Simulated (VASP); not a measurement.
# HgTe (F-43m) in VASP: settings compared

HgTe is run at these levels: LDA, r2SCAN; tasks: electric field gradients.

Everything below comes from runs of VASP 6.6.1. Logs are shortened: lines on timing, memory, paths and dates and some standing lists are left out, and cuts for length are marked.

## (1) The cell of the first run

It takes space group F-43m (No. 216, cubic). Conventional cell: a = 6.447 Å, b = 6.447 Å, c = 6.447 Å, α = 90.00°, β = 90.00°, γ = 90.00°. Hg (site symmetry -43m) has 4 Te at 2.79 Å within 3.7 Å. Te (site symmetry -43m) has 4 Hg at 2.79 Å within 3.7 Å.

## (2) Electric field gradients, LDA

The input, INCAR:

```
SYSTEM = HgTe
ALGO = Normal ; EDIFF = 1E-8
ENCUT = 520 ; ISIF = 2
ISMEAR = -1 ; LASPH = .True.
LCHARG = .False. ; LEFG = .True.
LREAL = .False. ; LWAVE = .False.
NBANDS = 16 ; NELM = 100
PREC = Accurate ; SIGMA = 0.05
```

The input, KPOINTS:

```
k-points
0
Gamma
  13 13 13
  0 0 0
```

The input, POSCAR:

```
HgTe
1.0
    0.0000000000      3.2235000000      3.2235000000
    3.2235000000      0.0000000000      3.2235000000
    3.2235000000      3.2235000000      0.0000000000
Hg Te
1 1
Direct
    0.0000000000      0.0000000000      0.0000000000
    0.2500000000      0.2500000000      0.2500000000
```

Potentials or basis: VASP PAW LDA potentials, release 64 (Hg, Te).

Started as:

```bash
cat potpaw_LDA.64/Hg/POTCAR potpaw_LDA.64/Te/POTCAR > POTCAR
mpirun -np 1 vasp_std > vasp.out
```

OUTCAR:

```text
SYSTEM = HgTe
   EDIFF = 1E-8
   ENCUT = 520
   ISIF = 2
   ISMEAR = -1
   LASPH = .True.
   LREAL = .False.
   NELM = 100
   PREC = Accurate

 ion  position               nearest neighbor table
   1  0.000  0.000  0.000-   2 2.79   2 2.79   2 2.79   2 2.79
   2  0.250  0.250  0.250-   1 2.79   1 2.79   1 2.79   1 2.79

  LATTYP: Found a face centered cubic cell.
 ALAT       =     6.4470000000

  Lattice vectors:

 A1 = (   0.0000000000,   3.2235000000,   3.2235000000)
 A2 = (   3.2235000000,   0.0000000000,   3.2235000000)
 A3 = (   3.2235000000,   3.2235000000,   0.0000000000)

Analysis of symmetry for initial positions (statically):
=====================================================================
 Subroutine PRICEL returns:
 Original cell was already a primitive cell.

 Routine SETGRP: Setting up the symmetry group for a
 face centered cubic supercell.

 Subroutine GETGRP returns: Found 24 space group operations
 (whereof 24 operations were pure point group operations)
 out of a pool of 48 trial point group operations.

The static configuration has the point symmetry T_d .

Analysis of symmetry for dynamics (positions and initial velocities):
=====================================================================
 Subroutine PRICEL returns:
 Original cell was already a primitive cell.

 Routine SETGRP: Setting up the symmetry group for a
 face centered cubic supercell.

 Subroutine GETGRP returns: Found 24 space group operations
 (whereof 24 operations were pure point group operations)
 out of a pool of 48 trial point group operations.

The dynamic configuration has the point symmetry T_d .

 Subroutine INISYM returns: Found 24 space group operations
 (whereof 24 operations are pure point group operations),
 and found     1 'primitive' translations

----------------------------------------------------------------------------------------

                                     Primitive cell

  volume of cell :      66.9905

  direct lattice vectors                    reciprocal lattice vectors
     0.000000000  3.223500000  3.223500000    -0.155110904  0.155110904  0.155110904
     3.223500000  0.000000000  3.223500000     0.155110904 -0.155110904  0.155110904
     3.223500000  3.223500000  0.000000000     0.155110904  0.155110904 -0.155110904

  length of vectors
     4.558717418  4.558717418  4.558717418     0.268659967  0.268659967  0.268659967

  position of ions in fractional coordinates (direct lattice)
     0.000000000  0.000000000  0.000000000
     0.250000000  0.250000000  0.250000000

  ion indices of the primitive-cell ions
   primitive index   ion index
                 1           1
                 2           2

----------------------------------------------------------------------------------------

 KPOINTS: k-points

Automatic generation of k-mesh.
 Grid dimensions read from file:
 generate k-points for:   13   13   13

 Generating k-lattice:

  Cartesian coordinates                     Fractional coordinates (reciprocal lattice)
    -0.011931608  0.011931608  0.011931608     0.076923077  0.000000000  0.000000000
     0.011931608 -0.011931608  0.011931608     0.000000000  0.076923077  0.000000000
     0.011931608  0.011931608 -0.011931608     0.000000000  0.000000000  0.076923077

  Length of vectors
     0.020666151  0.020666151  0.020666151

  Shift w.r.t. Gamma in fractional coordinates (k-lattice)
     0.000000000  0.000000000  0.000000000

 Subroutine IBZKPT returns following result:
 ===========================================

 Found     84 irreducible k-points:

 Following reciprocal coordinates:
            Coordinates               Weight
  0.000000  0.000000  0.000000      1.000000
  0.076923  0.000000  0.000000      8.000000
  0.153846  0.000000  0.000000      8.000000
  0.230769  0.000000  0.000000      8.000000
  0.307692  0.000000  0.000000      8.000000
  0.384615  0.000000  0.000000      8.000000
[... 16 lines left out ...]
  0.384615  0.153846  0.000000     24.000000
  0.461538  0.153846  0.000000     24.000000
 [... further k-points ...]
   k-points           NKPTS =     84   k-points in BZ     NKDIM =     84   number of bands    NBANDS=     16
   number of dos      NEDOS =    301   number of ions     NIONS =      2
   total plane-waves  NPLWV =  46656
   dimension x,y,z NGX =    36 NGY =   36 NGZ =   36
   dimension x,y,z NGXF=    72 NGYF=   72 NGZF=   72
   ions per type =               1   1
   NGX,Y,Z   is equivalent  to a cutoff of  13.13, 13.13, 13.13 a.u.
   NGXF,Y,Z  is equivalent  to a cutoff of  26.26, 26.26, 26.26 a.u.
 SYSTEM =  HgTe
   PREC   = accura    normal or accurate (medium, high low for compatibility)
   ISTART =      0    job   : 0-new  1-cont  2-samecut
   ICHARG =      2    charge: 1-file 2-atom 10-const
   ISPIN  =      1    spin polarized calculation?
   LNONCOLLINEAR =      F non collinear calculations
   LSORBIT =      F    spin-orbit coupling
   LASPH  =      T    aspherical Exc in radial PAW
   ENCUT  =  520.0 eV  38.22 Ry    6.18 a.u.   8.48  8.48  8.48*2*pi/ulx,y,z
   NELM   =    100;   NELMIN=  2; NELMDL= -5     # of ELM steps
   EDIFF  = 0.1E-07   stopping-criterion for ELM
   LREAL  =      F    real-space projection
   EDIFFG = 0.1E-06   stopping-criterion for IOM
   NSW    =      0    number of steps for IOM
   IBRION =     -1    ionic relax: 0-MD 1-quasi-New 2-CG
   NFREE  =      0    steps in history (QN), initial steepest desc. (CG)
   ISIF   =      2    stress and relaxation
   ISYM   =      2    0-nonsym 1-usesym 2-fastsym
   POTIM  = 0.5000    time-step for ionic-motion
   TEBEG  =    0.0;   TEEND  =   0.0 temperature during run
   PSTRESS=    0.0 pullay stress
   NELECT =      18.0000    total number of electrons
   NUPDOWN=      -1.0000    fix difference up-down
   EMIN   =  10.00;   EMAX   =-10.00  energy-range for DOS
   EFERMI =   0.00;   METHOD = LEGACY
   ISMEAR =    -1;   SIGMA  =   0.05  broadening in eV -4-tet -1-fermi 0-gaus
   EFERMI_NEDOS =   21; number of points for ismear=-14 and -15
   IALGO  =     38    algorithm
   IMIX   =      4    mixing-type and parameters
     AMIX     =   0.40;   BMIX     =  1.00
     AMIX_MAG =   1.60;   BMIX_MAG =  1.00
  volume/ion in A,a.u.               =      33.50       226.04
  Fermi-wavevector in a.u.,A,eV,Ry     =   1.056399  1.996305 15.183815  1.115979
  Thomas-Fermi vector in A             =   2.191633
   LORBIT       =      0    0 simple, 1 ext, 2 COOP (PROOUT), +10 PAW based schemes
   GGA     = CA    functional components
   LHFCALC =     F    Hartree Fock is set to
   AEXX    =    0.0000 exact exchange contribution
   IVDW    =     0    specifies the selected vdW correction
   LEPSILON=     F    determine dielectric tensor
   LRPA    =     F    only Hartree local field effects (RPA)
 non-spin polarized calculation
  energy-cutoff  :      520.00
  volume of cell :       66.99
 maximum number of plane-waves:      1832
 NGX is ok and might be reduce to    36
   NGX = 17   NGY = 17   NGZ = 17

 number of electron      18.0000001 magnetization

 Free energy of the ion-electron system (eV)
  ---------------------------------------------------
  ext. energy  EPLUGINS =         0.00000000
  ---------------------------------------------------
  free energy    TOTEN  =        -5.03905454 eV

  energy without entropy =       -5.03882890  energy(sigma->0) =       -5.03894172

 E-fermi :   3.0921     XC(G=0):  -9.1346

 val. band max:        2.9867534962   @ k =   0.0000   0.0000   0.0000
 cond. band min:       3.3455670379   @ k =   0.0769   0.0000   0.0000
 fundamental gap:      0.3588135417
 Fermi energy:         3.0920865240

 k-point     1 :       0.0000    0.0000    0.0000
  band No.  band energies     occupation
      1      -9.1113      2.00000
      2      -4.4341      2.00000
      3      -4.4341      2.00000
      4      -4.4341      2.00000
      5      -3.8913      2.00000
      6      -3.8913      2.00000
[... 8 lines left out ...]
     15      12.5109      0.00000
     16      12.5109      0.00000

 k-point     2 :       0.0769    0.0000    0.0000
  band No.  band energies     occupation
      1      -9.0808      2.00000
      2      -4.4254      2.00000
      3      -4.4254      2.00000
      4      -4.4248      2.00000
      5      -3.8924      2.00000
      6      -3.8924      2.00000
[... 8 lines left out ...]
     15      11.9378      0.00000
     16      11.9378      0.00000

 k-point     3 :       0.1538    0.0000    0.0000
  band No.  band energies     occupation
      1      -8.9945      2.00000
      2      -4.4020      2.00000
      3      -4.4020      2.00000
      4      -4.3899      2.00000
      5      -3.8944      2.00000
      6      -3.8944      2.00000
[... 8 lines left out ...]
     15      11.5016      0.00000
     16      11.5016      0.00000

 k-point     4 :       0.2308    0.0000    0.0000
  band No.  band energies     occupation
      1      -8.8683      2.00000
      2      -4.3710      2.00000
      3      -4.3710      2.00000
      4      -4.3106      2.00000
      5      -3.8940      2.00000
      6      -3.8940      2.00000
[... 8 lines left out ...]
     15      11.3750      0.00000
     16      11.3750      0.00000

 k-point     5 :       0.3077    0.0000    0.0000
  band No.  band energies     occupation
      1      -8.7281      2.00000
      2      -4.3415      2.00000
      3      -4.3415      2.00000
      4      -4.1611      2.00000
      5      -3.8885      2.00000
      6      -3.8885      2.00000
[... 8 lines left out ...]
     15      11.6168      0.00000
     16      11.6168      0.00000

 k-point     6 :       0.3846    0.0000    0.0000
  band No.  band energies     occupation
      1      -8.6068      2.00000
      2      -4.3203      2.00000
      3      -4.3203      2.00000
      4      -3.9233      2.00000
      5      -3.8792      2.00000
      6      -3.8792      2.00000
[... 8 lines left out ...]
     15      12.1745      0.00000
     16      12.1745      0.00000
[... 267 lines left out ...]
 k-point    21 :       0.2308    0.1538    0.0000
  band No.  band energies     occupation
      1      -8.8602      2.00000
      2      -4.3954      2.00000
      3      -4.3360      2.00000
      4      -4.3272      2.00000
      5      -3.9186      2.00000
      6      -3.8720      2.00000
[... 8 lines left out ...]
     15      11.7760      0.00000
     16      12.4698      0.00000

 k-point    22 :       0.3077    0.1538    0.0000
  band No.  band energies     occupation
      1      -8.7364      2.00000
      2      -4.3566      2.00000
      3      -4.3017      2.00000
      4      -4.2444      2.00000
      5      -3.9100      2.00000
      6      -3.8665      2.00000
[... 8 lines left out ...]
     15      12.0459      0.00000
     16      12.4810      0.00000

 k-point    23 :       0.3846    0.1538    0.0000
  band No.  band energies     occupation
      1      -8.6110      2.00000
      2      -4.3231      2.00000
      3      -4.2757      2.00000
      4      -4.1038      2.00000
      5      -3.8683      2.00000
      6      -3.8622      2.00000
[... 8 lines left out ...]
     15      12.0435      0.00000
     16      12.8194      0.00000

 k-point    24 :       0.4615    0.1538    0.0000
  band No.  band energies     occupation
      1      -8.5144      2.00000
      2      -4.3020      2.00000
      3      -4.2626      2.00000
      4      -3.9725      2.00000
      5      -3.8629      2.00000
      6      -3.7279      2.00000
[... 8 lines left out ...]
     15      12.3724      0.00000
     16      13.1760      0.00000

 [... further k-points ...]

------------------------ aborting loop because EDIFF is reached ----------------------------------------

  FORCE on cell =-STRESS in cart. coord.  units (eV):
  Direction    XX          YY          ZZ          XY          YZ          ZX
  --------------------------------------------------------------------------------------
  -------------------------------------------------------------------------------------
  Total       -0.0017588     -0.0017588     -0.0017588     -0.0000000      0.0000000     -0.0000000
  in kB       -0.0420646     -0.0420646     -0.0420646     -0.0000000      0.0000000     -0.0000000
  external PRESSURE =      -0.0420646 kB  Pullay stress =       0.0000000 kB

 VOLUME and BASIS-vectors are now :
 -----------------------------------------------------------------------------
  energy-cutoff  :      520.00
  volume of cell :       66.99
      direct lattice vectors                 reciprocal lattice vectors
     0.000000000  3.223500000  3.223500000    -0.155110904  0.155110904  0.155110904
     3.223500000  0.000000000  3.223500000     0.155110904 -0.155110904  0.155110904
     3.223500000  3.223500000  0.000000000     0.155110904  0.155110904 -0.155110904

 POSITION                                       TOTAL-FORCE (eV/Angst)
 -----------------------------------------------------------------------------------
      0.00000      0.00000      0.00000         0.000000      0.000000      0.000000
      1.61175      1.61175      1.61175        -0.000000     -0.000000     -0.000000
 -----------------------------------------------------------------------------------
    total drift:                               -0.000000     -0.000000     -0.000000

  FREE ENERGIE OF THE ION-ELECTRON SYSTEM (eV)
  ---------------------------------------------------
  free  energy   TOTEN  =        -5.0390545364 eV

  energy  without entropy=       -5.0388289010  energy(sigma->0) =       -5.03894172

 Electric field gradients (V/A^2)
---------------------------------------------------------------------
 ion       V_xx      V_yy      V_zz      V_xy      V_xz      V_yz
---------------------------------------------------------------------
   1      -0.000    -0.000     0.000    -0.000    -0.000    -0.000
   2      -0.000    -0.000     0.000    -0.000    -0.000    -0.000
---------------------------------------------------------------------

 Electric field gradients after diagonalization (V/A^2)
 (convention: |V_zz| > |V_xx| > |V_yy|)
----------------------------------------------------------------------
 ion       V_xx      V_yy      V_zz     asymmetry (V_yy - V_xx)/ V_zz
----------------------------------------------------------------------
   1       0.000     0.000    -0.001       0.000
   2       0.000     0.000    -0.000       0.000
----------------------------------------------------------------------

           NMR quadrupolar parameters

 Cq : quadrupolar parameter    Cq=e*Q*V_zz/h
 eta: asymmetry parameters     (V_yy - V_xx)/ V_zz
 Q  : nuclear electric quadrupole moment in mb (millibarn)
----------------------------------------------------------------------
 ion       Cq(MHz)       eta       Q (mb)
----------------------------------------------------------------------
   1      -0.000       0.000       1.000
   2      -0.000       0.000       1.000
----------------------------------------------------------------------
```

Wall time 39 s (1 thread of Intel Xeon 6975P-C (Granite Rapids), shared host); peak memory 0.23 GiB.

Results:

- Free energy: -5.0391 eV
- Pressure: 0.0 GPa
- Band gap on the k mesh: zero (filled and empty bands touch)

Caveat: without QUAD_EFG the Cq values of the log hold for a quadrupole moment of 1 mb, not for the nuclei; spin-orbit coupling is left out, which moves the levels of the heavy elements.

(Part 1 of 2 ends here.)
